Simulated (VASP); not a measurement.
AlO2, 6 atoms in the cell. The structure is orthorhombic, space group Cmcm (No. 63). The conventional cell has a = 2.976 Å, b = 10.806 Å, c = 3.647 Å, α = 90.00°, β = 90.00°, γ = 90.00°. Within 2.5 Å of Al (site symmetry m2m) lie 6 O at 1.87 to 2.02 Å. Within 2.6 Å of O (site symmetry m2m) lie 2 Al at 1.88 Å and 3 O at 2.25 to 2.52 Å. O (site symmetry m2m) has 4 Al at 1.87 to 2.02 Å and 5 O at 2.52 to 2.54 Å within 2.6 Å. 

- Program: VASP 6.6.1
- Task: single point
- Functional: LDA
- Potentials or basis: VASP PAW LDA potentials, release 64 (Al, O)
- Cutoff: 520 eV
- k mesh: 9 × 9 × 7
- Occupations: fermi-dirac, width 0.05 eV
- Spin: no spin polarisation
- Dipole correction: no
- Further INCAR settings: ALGO = Normal; EDIFF = 1e-06; NBANDS = 24

Potentials or basis: VASP PAW LDA potentials, release 64 (Al, O).

Run with:

```sh
$ cat potpaw_LDA.64/Al/POTCAR potpaw_LDA.64/O/POTCAR > POTCAR
$ mpirun -np 1 vasp_std > vasp.out
```

Hardware: 1 thread of Intel Xeon 8259CL, with other jobs on the host.

How long does it take, and how much memory?

Run time: 4.1 min on 1 thread of Intel Xeon 8259CL, on a shared host, peak memory 0.24 GiB. Counts: scf iterations 14, k points 100.
